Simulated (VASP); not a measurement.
Si, 2 atoms in the cell. The typed cell holds 2 atoms: a = 3.849 Å, b = 3.849 Å, c = 3.849 Å, α = 60.00°, β = 60.00°, γ = 60.00°. 

| Quantity | Value |
| --- | --- |
| Program | VASP 6.6.1 |
| Task | single point |
| Functional | LDA |
| Potentials or basis | VASP PAW LDA potentials, release 64 (Si) |
| Cutoff | 520 eV |
| k mesh | 5 × 5 × 5 |
| Occupations | fermi-dirac, width 0.05 eV |
| Spin | no spin polarisation |
| Dipole correction | no |
| Further INCAR settings | ALGO = Normal; EDIFF = 1e-06; NBANDS = 11 |

Potentials or basis: VASP PAW LDA potentials, release 64 (Si).

Run with:

```console
$ cat potpaw_LDA.64/Si/POTCAR > POTCAR
$ mpirun -np 1 vasp_std > vasp.out
```

Hardware: 1 thread of Intel(R) Xeon(R) Platinum 8488C (Sapphire Rapids), with other jobs on the host.

Q: How long does it take, and how much memory?

A: It took 24 s on 1 thread of Intel(R) Xeon(R) Platinum 8488C (Sapphire Rapids), with other jobs on the host, peak memory 0.15 GiB. Counts: scf iterations 12, k points 63.
